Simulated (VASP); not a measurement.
# Si4W2Cl in VASP: relaxation of the atoms with PBE

Aim: the relaxation of the atoms of Si4W2Cl with PBE.

Program: VASP 6.6.1. These are calculated values, not measurements. Logs are shortened: lines on timing, memory, paths and dates and some standing lists are left out, and cuts for length are marked.

## (1) The cell of the first run

The cell holds a slab with vacuum, 7 atoms: a = 3.229 Å, b = 3.229 Å, c = 21.937 Å, α = 90.00°, β = 90.00°, γ = 90.00°.

## (2) Relaxation of the atoms, PBE

Contents of INCAR:

```
SYSTEM = Si4W2Cl
PREC = Accurate ; ENCUT = 520
EDIFF = 1E-6 ; ISMEAR = 0
SIGMA = 0.1 ; LREAL = .False.
LASPH = .True. ; NELM = 100
ALGO = Fast ; ISIF = 2
LWAVE = .False. ; LCHARG = .False.
LDIPOL = .True. ; IDIPOL = 3
DIPOL = 0.5 0.5 0.359 ; GGA = PE
IBRION = 2 ; NSW = 36
EDIFFG = -0.025
```

Contents of KPOINTS:

```
Automatic mesh
0
Gamma
  8 8 1
  0 0 0
```

Contents of POSCAR:

```
Si4W2Cl
1.0
    3.2290359795      0.0000000000      0.0000000000
    0.0000000000      3.2290359795      0.0000000000
    0.0000000000      0.0000000000     21.9368337387
Si W Cl
4 2 1
Selective dynamics
Direct
    0.0000000000      0.0000000000      0.1823417202  F F F
    0.0000000000      0.0000000000      0.3010024140  F F F
    0.5000000000      0.5000000000      0.3590131320  F F F
    0.5000000000      0.5000000000      0.4757675544  F F F
    0.5000000000      0.5000000000      0.2416720671  F F F
    0.0000000000      0.0000000000      0.4178417948  F F F
    0.5000000000      1.0000000000      0.5386992580  F F T
```

Potentials or basis: VASP PAW PBE potentials, release 64 (Si, W_sv, Cl).

The run is started by

```sh
$ cat potpaw_PBE.64/Si/POTCAR potpaw_PBE.64/W_sv/POTCAR potpaw_PBE.64/Cl/POTCAR > POTCAR
$ mpirun -np 1 vasp_std > vasp.out
```

OUTCAR:

```text
SYSTEM = Si4W2Cl
   PREC = Accurate
   ENCUT = 520
   EDIFF = 1E-6
   ISMEAR = 0
   LREAL = .False.
   LASPH = .True.
   NELM = 100
   ISIF = 2
   GGA = PE
   IBRION = 2
   NSW = 36
   EDIFFG = -0.025

 ion  position               nearest neighbor table
   1  0.000  0.000  0.182-   2 2.60   5 2.63   5 2.63   5 2.63   5 2.63
   2  0.000  0.000  0.301-   6 2.56   1 2.60   3 2.61   3 2.61   3 2.61   3 2.61   5 2.63   5 2.63
                             5 2.63   5 2.63
   3  0.500  0.500  0.359-   4 2.56   5 2.57   2 2.61   2 2.61   2 2.61   2 2.61   6 2.62   6 2.62
                             6 2.62   6 2.62
   4  0.500  0.500  0.476-   7 2.12   7 2.12   3 2.56   6 2.61   6 2.61   6 2.61   6 2.61
   5  0.500  0.500  0.242-   3 2.57   1 2.63   1 2.63   1 2.63   1 2.63   2 2.63   2 2.63   2 2.63
                             2 2.63
   6  0.000  0.000  0.418-   2 2.56   4 2.61   4 2.61   4 2.61   4 2.61   3 2.62   3 2.62   3 2.62
                             3 2.62
   7  0.500  0.000  0.539-   4 2.12   4 2.12

  LATTYP: Found a simple tetragonal cell.
 ALAT       =     3.2290359795
 C/A-ratio  =     6.7936170046

  Lattice vectors:

 A1 = (   3.2290359795,   0.0000000000,   0.0000000000)
 A2 = (   0.0000000000,   3.2290359795,   0.0000000000)
 A3 = (   0.0000000000,   0.0000000000,  21.9368337387)

Analysis of symmetry for initial positions (statically):
=====================================================================
 Subroutine PRICEL returns:
 Original cell was already a primitive cell.

 Routine SETGRP: Setting up the symmetry group for a
 simple tetragonal supercell.

 Subroutine GETGRP returns: Found  4 space group operations
 (whereof  4 operations were pure point group operations)
 out of a pool of 16 trial point group operations.

The static configuration has the point symmetry C_2v.

Analysis of symmetry for dynamics (positions and initial velocities):
=====================================================================
 Subroutine PRICEL returns:
 Original cell was already a primitive cell.

 Routine SETGRP: Setting up the symmetry group for a
 simple tetragonal supercell.

[... 173 lines left out ...]
  ext. energy  EPLUGINS =         0.00000000
  ---------------------------------------------------
  free energy    TOTEN  =       -48.16697898 eV

  energy without entropy =      -48.14583493  energy(sigma->0) =      -48.15640695

------------------------ aborting loop because EDIFF is reached ----------------------------------------

  FORCE on cell =-STRESS in cart. coord.  units (eV):
  Direction    XX          YY          ZZ          XY          YZ          ZX
  --------------------------------------------------------------------------------------
  -------------------------------------------------------------------------------------
  Total        1.6447324      2.3570834     10.0998185      0.0000000      0.0000000      0.0000000
  in kB       11.5208925     16.5107124     70.7464153      0.0000000      0.0000000      0.0000000
  external PRESSURE =      32.9260068 kB  Pullay stress =       0.0000000 kB
[... 30 lines left out ...]
 number of electron      51.0000000 magnetization

------------------------ aborting loop because EDIFF is reached ----------------------------------------

 vacuum level on the upper side and lower side of the slab       (xc-potential included)        -0.109        -0.252

  FORCE on cell =-STRESS in cart. coord.  units (eV):
  Direction    XX          YY          ZZ          XY          YZ          ZX
  --------------------------------------------------------------------------------------
  -------------------------------------------------------------------------------------
  Total        1.1420229     -1.7089997      4.0780506      0.0000000      0.0000000      0.0000000
  in kB        7.9995523    -11.9710672     28.5656086      0.0000000      0.0000000      0.0000000
  external PRESSURE =       8.1980312 kB  Pullay stress =       0.0000000 kB
[... 22 lines left out ...]
  FREE ENERGIE OF THE ION-ELECTRON SYSTEM (eV)
  ---------------------------------------------------
  free  energy   TOTEN  =       -49.3333373568 eV

  energy  without entropy=      -49.3146204167  energy(sigma->0) =      -49.32397889

 dipolmoment           0.000000      0.000000     -0.008375 electrons x Angstroem

--------------------------------------- Ionic step        3  -------------------------------------------

 number of electron      50.9999997 magnetization

------------------------ aborting loop because EDIFF is reached ----------------------------------------
[... 118 lines left out ...]
--------------------------------------- Ionic step        6  -------------------------------------------

 number of electron      50.9999999 magnetization

 dipolmoment           0.000000      0.000000      0.061542 electrons x Angstroem

 Free energy of the ion-electron system (eV)
  ---------------------------------------------------
  ext. energy  EPLUGINS =         0.00000000
  ---------------------------------------------------
  free energy    TOTEN  =       -49.50411699 eV

  energy without entropy =      -49.48514614  energy(sigma->0) =      -49.49463156

 E-fermi :   1.8753     XC(G=0):  -6.1350

 val. band max:        1.8657963444   @ k =   0.3750   0.0000   0.0000
 cond. band min:       1.9047108009   @ k =   0.0000   0.3750   0.0000
 fundamental gap:      0.0389144565
 Fermi energy:         1.8753068607

 k-point     1 :       0.0000    0.0000    0.0000
  band No.  band energies     occupation
      1     -71.9787      2.00000
      2     -71.8501      2.00000
      3     -36.2489      2.00000
      4     -36.2215      2.00000
      5     -36.1626      2.00000
      6     -36.1046      2.00000
[... 781 lines left out ...]
     29       4.5906      0.00000
     30       4.6212      0.00000

 [... further k-points ...]

------------------------ aborting loop because EDIFF is reached ----------------------------------------

 vacuum level on the upper side and lower side of the slab       (xc-potential included)         0.417        -0.661

  FORCE on cell =-STRESS in cart. coord.  units (eV):
  Direction    XX          YY          ZZ          XY          YZ          ZX
  --------------------------------------------------------------------------------------
  -------------------------------------------------------------------------------------
  Total        0.9823111     -2.3995423      0.3109950      0.0000000      0.0000000      0.0000000
  in kB        6.8808157    -16.8081257      2.1784335      0.0000000      0.0000000      0.0000000
  external PRESSURE =      -2.5829588 kB  Pullay stress =       0.0000000 kB
[... 22 lines left out ...]
  FREE ENERGIE OF THE ION-ELECTRON SYSTEM (eV)
  ---------------------------------------------------
  free  energy   TOTEN  =       -49.5041169882 eV

  energy  without entropy=      -49.4851461401  energy(sigma->0) =      -49.49463156

 reached required accuracy - stopping structural energy minimisation

 vacuum level on the upper side and lower side of the slab         7.264         6.161
```

OSZICAR:

```text
N       E                     dE             d eps       ncg     rms          rms(c)
DAV:   1     0.433244691150E+03    0.43324E+03   -0.27085E+04  1844   0.147E+03
DAV:   2    -0.218424100741E+02   -0.45509E+03   -0.44742E+03  1860   0.363E+02
[... 92 lines left out ...]
DAV:   1    -0.495040984393E+02   -0.50901E-04   -0.88245E-03  1492   0.317E-01    0.498E-02
RMM:   2    -0.495041713556E+02   -0.72916E-04   -0.31705E-04  1525   0.803E-02    0.339E-02
RMM:   3    -0.495041911671E+02   -0.19812E-04   -0.23173E-04  1845   0.520E-02    0.332E-02
RMM:   4    -0.495041158084E+02    0.75359E-04   -0.40033E-05  1461   0.260E-02    0.696E-03
RMM:   5    -0.495041168458E+02   -0.10375E-05   -0.12547E-05  1383   0.112E-02    0.437E-03
RMM:   6    -0.495041169882E+02   -0.14237E-06   -0.14281E-06   761   0.488E-03
   6 F= -.49504117E+02 E0= -.49494632E+02  d E =-.684836E-04
```

Wall time 29 min (1 thread of Oxide Virtual Turin-like, shared host); peak memory 0.38 GiB.

What came out:

| Item | Value |
| --- | --- |
| Free energy | -49.5041 eV |
| Energy gained by relaxing | 191.0 meV/atom |
| Ionic steps | 6 |
| Band gap on the k mesh | zero (an odd number of electrons rules out a gap without spin polarisation) |

Step by step:
```csv
step,energy change (eV),largest force on free atoms (eV/Å),pressure (GPa)
1,0.0000,6.0982,3.29
2,-1.1664,1.9475,0.82
3,-1.3337,0.2479,-0.11
4,-1.3371,0.0420,-0.22
5,-1.3371,0.0389,-0.27
6,-1.3371,0.0222,-0.26
```

Final structure:
```
Si W Cl
1.0
     3.22904    0.00000    0.00000
     0.00000    3.22904    0.00000
     0.00000    0.00000   21.93683
Si W Cl
4 2 1
Direct
  0.00000 0.00000 0.18234
  0.00000 0.00000 0.30100
  0.50000 0.50000 0.35901
  0.50000 0.50000 0.47577
  0.50000 0.50000 0.24167
  0.00000 0.00000 0.41784
  0.50000 0.00000 0.56073
```

Levels at points of the mesh, in eV from the Fermi level:
```tsv
k point	band 24	band 25	band 26	band 27	band 28	band 29
(0.00, 0.00, 0.00)	-0.57	0.72	0.76	0.94	0.96	0.98
(0.50, 0.00, 0.00)	-1.47	-0.29	-0.28	-0.11	2.09	2.73
(0.00, 0.50, 0.00)	-0.46	-0.21	-0.11	0.08	1.12	2.70
(0.50, 0.50, 0.00)	-2.00	-1.44	-1.02	1.07	1.30	2.98
```

Caveat: spin-orbit coupling is left out, which moves the levels of the heavy elements; an odd number of electrons without spin polarisation forces a metal; a magnetic or distorted state may lie lower.
